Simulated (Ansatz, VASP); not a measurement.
# P in VASP and in Ansatz

```xyz
2
Lattice="-1.8221 2.7094 1.6020 1.8221 -2.7094 1.6020 1.8221 2.7094 -1.6020" Properties=species:S:1:pos:R:3 pbc="T T T"
P     0.0000    4.0641    0.1708
P     1.8221   -1.3547    1.4312
```

Alike in both runs: task single point; functional PBEsol; dispersion D3(BJ); k mesh 20 × 20 × 20; occupations gaussian, width 0.15 eV; no spin polarisation.

|  | VASP | Ansatz |
| --- | --- | --- |
| version | VASP 6.6.1 | Ansatz 0.2.0 |
| potentials or method | VASP PAW PBE potentials, release 64 (P), cutoff 520 eV | scalar-relativistic, plane waves, PAW |
| valence electrons in the cell | 10 | 10 |

|  | VASP | Ansatz | Ansatz less VASP |
| --- | --- | --- | --- |
| gap on the k mesh at the Fermi level (eV) | none | none | - |
| pressure (GPa) | -5.1 | -5.2 | -0.05 |
| traceless stress, the component that is largest in VASP (GPa) | 18.92 | 18.77 | -0.159 |
| rms of the force components (eV/Å) | 0.595 | 0.607 | +0.0122 |

VASP's potentials were made for PBE, not for PBEsol. Atom by atom the forces differ by 0.012 eV/Å (rms over components). A gap of «none» marks a metal or a gap that the smearing closes.
